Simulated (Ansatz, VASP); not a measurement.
Ru in VASP and in Ansatz

```
CELL_PARAMETERS angstrom
2.72222 0.00000 0.00000
-1.36111 2.35751 0.00000
0.00000 0.00000 4.29731
ATOMIC_POSITIONS crystal
Ru 0.33333 0.66667 0.25000
Ru 0.66667 0.33333 0.75000
```

Alike in both runs: functional PBE; k mesh 18 × 18 × 10; occupations fermi-dirac, width 0.15 eV; no spin polarisation.

Ansatz relaxed the structure, and its values are those at the end. VASP's run is a single point on that final structure, the one shown.

|  | VASP | Ansatz |
| --- | --- | --- |
| version | VASP 6.6.1 | Ansatz 0.2.0 |
| potentials or method | VASP PAW PBE potentials, release 64 (Ru_pv), cutoff 520 eV | scalar-relativistic, plane waves, PAW |
| valence electrons in the cell | 28 | 32 |

Ansatz gave:

```
gap on the k mesh at the Fermi level (eV) : none
pressure (GPa)                            : 0.0
```

Estimate VASP's values.

gap on the k mesh at the Fermi level (eV): none; pressure (GPa): -0.1.

A gap of «none» marks a metal or a gap that the smearing closes. With one functional, cell and mesh, what is left measures potentials, basis and numerics. VASP's potentials hold 28 valence electrons a cell and Ansatz's 32, so a difference there can come from the potentials and not from the codes.
